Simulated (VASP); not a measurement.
# Al3BP2 (P6/mmm) in VASP: a series of runs

The runs below take Al3BP2 through single point, with PBE.

Program: VASP 6.6.1. These are calculated values, not measurements. Logs are shortened: lines on timing, memory, paths and dates and some standing lists are left out, and cuts for length are marked.

### 1 The cell of the first run

The structure is hexagonal, space group P6/mmm (No. 191). Conventional cell: a = 5.779 Å, b = 5.779 Å, c = 3.025 Å, α = 90.00°, β = 90.00°, γ = 120.00°. Al (site symmetry mmm) has 4 P at 2.25 Å and 4 Al at 2.89 Å within 3.0 Å. B (site symmetry 6/mmm) has 2 B at 3.02 Å and 12 Al at 3.26 Å and 6 P at 3.34 Å within 4.0 Å. Within 3.0 Å of P (site symmetry -6m2) lie 6 Al at 2.25 Å.

### 2 Single point, PBE

Contents of INCAR:

```
SYSTEM = Al3BP2
ALGO = Normal
EDIFF = 1E-7
ENCUT = 520
GGA = PE
ISIF = 2
ISMEAR = 0
LASPH = .TRUE.
LCHARG = .TRUE.
LELF = .TRUE.
LREAL = .FALSE.
LVHAR = .TRUE.
LWAVE = .FALSE.
NBANDS = 20
NELM = 100
PREC = Accurate
SIGMA = 0.1
```

Contents of KPOINTS:

```
k-points
0
G
  3 3 6
  0 0 0
```

Contents of POSCAR:

```
Al3BP2
1.0
    5.7790343700      0.0000000000      0.0000000000
   -2.8895171800      5.0047905700      0.0000000000
    0.0000000000      0.0000000000      3.0245913400
Al B P
3 1 2
Direct
    0.5000000000      0.0000000000      0.5000000000
    0.5000000000      0.5000000000      0.5000000000
    0.0000000000      0.5000000000      0.5000000000
    0.0000000000      0.0000000000      0.0000000000
    0.3333333300      0.6666666700      0.0000000000
    0.6666666700      0.3333333300      0.0000000000
```

Potentials or basis: VASP PAW PBE potentials, release 64 (Al, B, P).

On the command line:

```sh
$ cat potpaw_PBE.64/Al/POTCAR potpaw_PBE.64/B/POTCAR potpaw_PBE.64/P/POTCAR > POTCAR
$ mpirun -np 1 vasp_std > vasp.out
```

OUTCAR:

```text
SYSTEM = Al3BP2
   EDIFF = 1E-7
   ENCUT = 520
   GGA = PE
   ISIF = 2
   ISMEAR = 0
   LASPH = .TRUE.
   LREAL = .FALSE.
   NELM = 100
   PREC = Accurate

 ion  position               nearest neighbor table
   1  0.500  0.000  0.500-   5 2.25   6 2.25   5 2.25   6 2.25   2 2.89   2 2.89   3 2.89   3 2.89

   2  0.500  0.500  0.500-   5 2.25   6 2.25   5 2.25   6 2.25   1 2.89   1 2.89   3 2.89   3 2.89

   3  0.000  0.500  0.500-   5 2.25   6 2.25   5 2.25   6 2.25   1 2.89   1 2.89   2 2.89   2 2.89

   4  0.000  0.000  0.000-
   5  0.333  0.667  0.000-   1 2.25   1 2.25   3 2.25   3 2.25   2 2.25   2 2.25
   6  0.667  0.333  0.000-   1 2.25   1 2.25   3 2.25   3 2.25   2 2.25   2 2.25

  LATTYP: Found a hexagonal cell.
 ALAT       =     5.7790343700
 C/A-ratio  =     0.5233731358

  Lattice vectors:

 A1 = (   5.7790343700,   0.0000000000,   0.0000000000)
 A2 = (  -2.8895171800,   5.0047905700,   0.0000000000)
 A3 = (   0.0000000000,   0.0000000000,   3.0245913400)

Analysis of symmetry for initial positions (statically):
=====================================================================
 Subroutine PRICEL returns:
 Original cell was already a primitive cell.

 Routine SETGRP: Setting up the symmetry group for a
 hexagonal supercell.

 Subroutine GETGRP returns: Found 24 space group operations
 (whereof 24 operations were pure point group operations)
 out of a pool of 24 trial point group operations.

The static configuration has the point symmetry D_6h.

Analysis of symmetry for dynamics (positions and initial velocities):
=====================================================================
 Subroutine PRICEL returns:
 Original cell was already a primitive cell.

 Routine SETGRP: Setting up the symmetry group for a
 hexagonal supercell.

 Subroutine GETGRP returns: Found 24 space group operations
 (whereof 24 operations were pure point group operations)
 out of a pool of 24 trial point group operations.

The dynamic configuration has the point symmetry D_6h.

 Subroutine INISYM returns: Found 24 space group operations
 (whereof 24 operations are pure point group operations),
 and found     1 'primitive' translations

----------------------------------------------------------------------------------------

                                     Primitive cell

  volume of cell :      87.4798

  direct lattice vectors                    reciprocal lattice vectors
     5.779034370  0.000000000  0.000000000     0.173039289  0.099904280  0.000000000
    -2.889517180  5.004790570  0.000000000     0.000000000  0.199808561  0.000000000
     0.000000000  0.000000000  3.024591340     0.000000000  0.000000000  0.330623178

  length of vectors
     5.779034370  5.779034364  3.024591340     0.199808560  0.199808561  0.330623178

  position of ions in fractional coordinates (direct lattice)
     0.500000000  0.000000000  0.500000000
     0.500000000  0.500000000  0.500000000
     1.000000000  0.500000000  0.500000000
     0.000000000  0.000000000  0.000000000
     0.333333330  0.666666670  0.000000000
     0.666666670  0.333333330  0.000000000

  ion indices of the primitive-cell ions
   primitive index   ion index
                 1           1
                 2           2
                 3           3
                 4           4
                 5           5
                 6           6

----------------------------------------------------------------------------------------

 KPOINTS: k-points

Automatic generation of k-mesh.
 Grid dimensions read from file:
 generate k-points for:    3    3    6

 Generating k-lattice:

  Cartesian coordinates                     Fractional coordinates (reciprocal lattice)
     0.057679763  0.033301427  0.000000000     0.333333333 -0.000000000  0.000000000
     0.000000000  0.066602854  0.000000000     0.000000000  0.333333333  0.000000000
     0.000000000  0.000000000  0.055103863     0.000000000  0.000000000  0.166666667

  Length of vectors
     0.066602853  0.066602854  0.055103863

  Shift w.r.t. Gamma in fractional coordinates (k-lattice)
     0.000000000  0.000000000  0.000000000

 Subroutine IBZKPT returns following result:
 ===========================================

 Found     12 irreducible k-points:

 Following reciprocal coordinates:
            Coordinates               Weight
  0.000000  0.000000  0.000000      1.000000
  0.333333  0.000000  0.000000      6.000000
  0.333333  0.333333  0.000000      2.000000
  0.000000  0.000000  0.166667      2.000000
  0.333333  0.000000  0.166667     12.000000
  0.333333  0.333333  0.166667      4.000000
  0.000000  0.000000  0.333333      2.000000
  0.333333  0.000000  0.333333     12.000000
  0.333333  0.333333  0.333333      4.000000
  0.000000  0.000000  0.500000      1.000000
  0.333333  0.000000  0.500000      6.000000
  0.333333  0.333333  0.500000      2.000000
   k-points           NKPTS =     12   k-points in BZ     NKDIM =     12   number of bands    NBANDS=     20
   number of dos      NEDOS =    301   number of ions     NIONS =      6
   total plane-waves  NPLWV =  55296
   dimension x,y,z NGX =    48 NGY =   48 NGZ =   24
   dimension x,y,z NGXF=    96 NGYF=   96 NGZF=   48
   ions per type =               3   1   2
   NGX,Y,Z   is equivalent  to a cutoff of  13.81, 13.81, 13.19 a.u.
   NGXF,Y,Z  is equivalent  to a cutoff of  27.62, 27.62, 26.38 a.u.
 SYSTEM =  Al3BP2
   PREC   = accura    normal or accurate (medium, high low for compatibility)
   ISTART =      0    job   : 0-new  1-cont  2-samecut
   ICHARG =      2    charge: 1-file 2-atom 10-const
   ISPIN  =      1    spin polarized calculation?
   LNONCOLLINEAR =      F non collinear calculations
   LSORBIT =      F    spin-orbit coupling
   LASPH  =      T    aspherical Exc in radial PAW
   ENCUT  =  520.0 eV  38.22 Ry    6.18 a.u.  10.75 10.75  5.62*2*pi/ulx,y,z
   NELM   =    100;   NELMIN=  2; NELMDL= -5     # of ELM steps
   EDIFF  = 0.1E-06   stopping-criterion for ELM
   LREAL  =      F    real-space projection
   EDIFFG = 0.1E-05   stopping-criterion for IOM
   NSW    =      0    number of steps for IOM
   IBRION =     -1    ionic relax: 0-MD 1-quasi-New 2-CG
   NFREE  =      0    steps in history (QN), initial steepest desc. (CG)
   ISIF   =      2    stress and relaxation
   ISYM   =      2    0-nonsym 1-usesym 2-fastsym
   POTIM  = 0.5000    time-step for ionic-motion
   TEBEG  =    0.0;   TEEND  =   0.0 temperature during run
   PSTRESS=    0.0 pullay stress
   NELECT =      22.0000    total number of electrons
   NUPDOWN=      -1.0000    fix difference up-down
   EMIN   =  10.00;   EMAX   =-10.00  energy-range for DOS
   EFERMI =   0.00;   METHOD = LEGACY
   ISMEAR =     0;   SIGMA  =   0.10  broadening in eV -4-tet -1-fermi 0-gaus
   EFERMI_NEDOS =   21; number of points for ismear=-14 and -15
   IALGO  =     38    algorithm
   IMIX   =      4    mixing-type and parameters
     AMIX     =   0.40;   BMIX     =  1.00
     AMIX_MAG =   1.60;   BMIX_MAG =  1.00
  volume/ion in A,a.u.               =      14.58        98.39
  Fermi-wavevector in a.u.,A,eV,Ry     =   1.033348  1.952744 14.528399  1.067807
  Thomas-Fermi vector in A             =   2.167590
   LORBIT       =      0    0 simple, 1 ext, 2 COOP (PROOUT), +10 PAW based schemes
   GGA     = PE    functional components
   LHFCALC =     F    Hartree Fock is set to
   AEXX    =    0.0000 exact exchange contribution
   IVDW    =     0    specifies the selected vdW correction
   LEPSILON=     F    determine dielectric tensor
   LRPA    =     F    only Hartree local field effects (RPA)
 non-spin polarized calculation
 Gauss-broadening in eV      SIGMA  =   0.10
  energy-cutoff  :      520.00
  volume of cell :       87.48
 maximum number of plane-waves:      2388
 NGX is ok and might be reduce to    48
   NGX = 21   NGY = 21   NGZ = 11

 number of electron      21.9999999 magnetization

 Free energy of the ion-electron system (eV)
  ---------------------------------------------------
  ext. energy  EPLUGINS =         0.00000000
  ---------------------------------------------------
  free energy    TOTEN  =       -22.55625017 eV

  energy without entropy =      -22.53835702  energy(sigma->0) =      -22.54730359

 E-fermi :   7.9858     XC(G=0): -10.4568

 val. band max:        7.9153042584   @ k =   0.3333   0.3333   0.0000
 cond. band min:       7.9984300103   @ k =   0.3333   0.0000   0.3333
 fundamental gap:      0.0831257519
 Fermi energy:         7.9858174242

 k-point     1 :       0.0000    0.0000    0.0000
  band No.  band energies     occupation
      1      -7.1222      2.00000
      2      -4.7730      2.00000
      3      -0.0829      2.00000
      4      -0.0829      2.00000
      5       1.7412      2.00000
      6       2.4386      2.00000
[... 12 lines left out ...]
     19      13.7086      0.00000
     20      14.0490      0.00000

 k-point     2 :       0.3333    0.0000    0.0000
  band No.  band energies     occupation
      1      -6.7487      2.00000
      2      -5.4732      2.00000
      3      -0.4344      2.00000
      4      -0.1253      2.00000
      5       1.8346      2.00000
      6       3.6203      2.00000
[... 12 lines left out ...]
     19      13.8151      0.00000
     20      14.4054      0.00000

 k-point     3 :       0.3333    0.3333    0.0000
  band No.  band energies     occupation
      1      -6.1736      2.00000
      2      -6.1736      2.00000
      3      -1.2298      2.00000
      4       1.6993      2.00000
      5       1.6993      2.00000
      6       2.4789      2.00000
[... 12 lines left out ...]
     19      15.1649      0.00000
     20      15.4246      0.00000

 k-point     4 :       0.0000    0.0000    0.1667
  band No.  band energies     occupation
      1      -6.7067      2.00000
      2      -4.3843      2.00000
      3       0.3056      2.00000
      4       0.3056      2.00000
      5       2.0927      2.00000
      6       2.8285      2.00000
[... 153 lines left out ...]
 k-point    11 :       0.3333    0.0000    0.5000
  band No.  band energies     occupation
      1      -3.9287      2.00000
      2      -2.7515      2.00000
      3      -1.6298      2.00000
      4      -0.4896      2.00000
      5       2.0297      2.00000
      6       2.4840      2.00000
[... 12 lines left out ...]
     19      13.2277      0.00000
     20      14.1780      0.00000

 k-point    12 :       0.3333    0.3333    0.5000
  band No.  band energies     occupation
      1      -3.4004      2.00000
      2      -3.4004      2.00000
      3      -1.0978      2.00000
      4      -1.0978      2.00000
      5       1.4034      2.00000
      6       3.9371      2.00000
[... 12 lines left out ...]
     19      12.9722      0.00000
     20      13.2661      0.00000

------------------------ aborting loop because EDIFF is reached ----------------------------------------

  FORCE on cell =-STRESS in cart. coord.  units (eV):
  Direction    XX          YY          ZZ          XY          YZ          ZX
  --------------------------------------------------------------------------------------
  -------------------------------------------------------------------------------------
  Total       11.3210491     11.3210491     24.8911100      0.0000000     -0.0000000      0.0000000
  in kB      207.3429943    207.3429940    455.8762375      0.0000002     -0.0000000      0.0000000
  external PRESSURE =     290.1874086 kB  Pullay stress =       0.0000000 kB

 VOLUME and BASIS-vectors are now :
 -----------------------------------------------------------------------------
  energy-cutoff  :      520.00
  volume of cell :       87.48
      direct lattice vectors                 reciprocal lattice vectors
     5.779034370  0.000000000  0.000000000     0.173039289  0.099904280  0.000000000
    -2.889517180  5.004790570  0.000000000     0.000000000  0.199808561  0.000000000
     0.000000000  0.000000000  3.024591340     0.000000000  0.000000000  0.330623178

 POSITION                                       TOTAL-FORCE (eV/Angst)
 -----------------------------------------------------------------------------------
      2.88952      0.00000      1.51230         0.000000      0.000000      0.000000
      1.44476      2.50240      1.51230         0.000000      0.000000      0.000000
     -1.44476      2.50240      1.51230         0.000000      0.000000      0.000000
      0.00000      0.00000      0.00000         0.000000      0.000000      0.000000
     -0.00000      3.33653      0.00000         0.000000     -0.000000     -0.000000
      2.88952      1.66826      0.00000        -0.000000      0.000000      0.000000
 -----------------------------------------------------------------------------------
    total drift:                               -0.000000      0.000000      0.000000

  FREE ENERGIE OF THE ION-ELECTRON SYSTEM (eV)
  ---------------------------------------------------
  free  energy   TOTEN  =       -22.5562501650 eV

  energy  without entropy=      -22.5383570208  energy(sigma->0) =      -22.54730359
```

Wall time 11 s (1 thread of Intel Xeon 6975P-C (Granite Rapids), shared host); peak memory 0.22 GiB.

Results:

| Item | Value |
| --- | --- |
| Free energy | -22.5563 eV |
| Pressure | 29.0 GPa |
| Band gap on the k mesh | zero (band 11 reaches 8.66 eV, above the bottom of band 12 at 6.36 eV) |

Levels at points of the mesh, in eV from the Fermi level:
```csv
k point,band 9,band 10,band 11,band 12,band 13,band 14
"(0.00, 0.00, 0.00)",-0.46,0.40,0.40,1.90,3.27,4.08
"(0.00, 0.00, 0.50)",-2.86,-2.10,-2.10,-1.63,-0.68,-0.68
```

Caveat: the k points lie up to 0.42 Å⁻¹ apart.

### 3 Single point, PBE

This run uses another cell than the first one, of 18.26 Å³/atom, 1.253 times its volume.

Contents of INCAR:

```
PREC = Accurate
ENCUT = 520
EDIFF = 1E-6
ISMEAR = 0
SIGMA = 0.1
LREAL = False
LASPH = True
NELM = 60
ALGO = Normal
ISIF = 2
LWAVE = False
LCHARG = False
GGA = PE
NBANDS = 20
```

Contents of KPOINTS:

```
regular mesh
0
Gamma
  3 3 6
```

Contents of POSCAR:

```
Al3BP2
1.0
    6.1634017900     -0.0000000031      0.0000000000
   -3.0817008923      5.3376625254      0.0000000000
    0.0000000000      0.0000000000      3.3311496573
Al B P
3 1 2
Direct
    0.5000000000      0.0000000000      0.5000000000
    0.5000000000      0.5000000000      0.5000000000
    0.0000000000      0.5000000000      0.5000000000
    0.0000000000      0.0000000000      0.0000000000
    0.3333333333      0.6666666667      0.0000000000
    0.6666666667      0.3333333333      0.0000000000
```

Potentials or basis: VASP PAW PBE potentials, release 64 (Al, B, P).

On the command line:

```sh
$ cat potpaw_PBE.64/Al/POTCAR potpaw_PBE.64/B/POTCAR potpaw_PBE.64/P/POTCAR > POTCAR
$ mpirun -np 1 vasp_std > vasp.out
```

Wall time 12 s (1 thread of Intel Xeon 6975P-C (Granite Rapids), shared host); peak memory 0.23 GiB.

The run converged. Its results:

```yaml
Free_energy: -24.3593 eV
Pressure: 0.3 GPa
Band_gap_on_the_k_mesh: zero (band 11 reaches 6.47 eV, above the bottom of band 12 at 4.77 eV)
```

Levels at points of the mesh, in eV from the Fermi level:
| k point | band 7 | band 8 | band 9 | band 10 | band 11 | band 12 | band 13 | band 14 | band 15 | band 16 |
| --- | --- | --- | --- | --- | --- | --- | --- | --- | --- | --- |
| (0.00, 0.00, 0.00) | -4.71 | -2.40 | -1.21 | 0.25 | 0.25 | 0.57 | 2.55 | 2.94 | 3.26 | 4.53 |
| (0.00, 0.00, 0.50) | -4.44 | -2.60 | -2.60 | -2.51 | -2.51 | -1.24 | -0.66 | -0.66 | 1.44 | 1.44 |

Caveat: the k points lie up to 0.39 Å⁻¹ apart.
